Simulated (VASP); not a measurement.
A run of VASP 6.6.1 is set up as follows.

The input INCAR:

```
SYSTEM = SiC
PREC     = Accurate       ! precision mode
ENCUT    = 600            ! plane-wave cutoff, eV
EDIFF    = 1E-6           ! SCF threshold, eV
ISMEAR   = 0              ! smearing method
SIGMA    = 0.05           ! smearing width, eV
LREAL    = .FALSE.        ! projectors in reciprocal space
LASPH    = .TRUE.         ! aspherical terms in the spheres
NELM     = 120            ! most SCF steps
ALGO     = Normal         ! electronic algorithm
ISIF     = 2              ! what is computed and relaxed
LWAVE    = .FALSE.        ! write WAVECAR
LCHARG   = .FALSE.        ! write CHGCAR
GGA      = PE             ! functional
NBANDS   = 11             ! bands
GGA_COMPAT= .FALSE.
```

Contents of KPOINTS:

```
Automatic mesh
0
G
  10 10 10
  0 0 0
```

The input POSCAR:

```
SiC
1.0
    0.0000000000      2.1460615191      2.2884023342
    2.1351122257      0.0000000000      2.2884023342
    2.1351122257      2.1460615191      0.0000000000
Si C
1 1
Direct
    0.0000000000      0.0000000000      0.0000000000
    0.7500000000      0.7500000000      0.7500000000
```

Potentials or basis: VASP PAW PBE potentials, release 64 (Si, C).

Command:

```bash
$ cat potpaw_PBE.64/Si/POTCAR potpaw_PBE.64/C/POTCAR > POTCAR
$ mpirun -np 1 vasp_std > vasp.out
```

**Question.** Predict the pressure.

**Answer.** -0.1 GPa.

**Question.** Estimate the band gap on the k mesh.

**Answer.** 0.98 eV (least direct gap 4.46 eV).

Stress tensor (GPa, compression positive):
```
  6.86   0.00   0.00
  0.00   5.90   0.00
  0.00   0.00 -13.20
```

Caveat: the cell differs from its parent crystal (strain +e along x and -e along y -0.0350, strain +e along z and -e/2 along x and y -0.0200); the stress differs along the axes, from -13 to 7 GPa. A k mesh can miss the band edges.
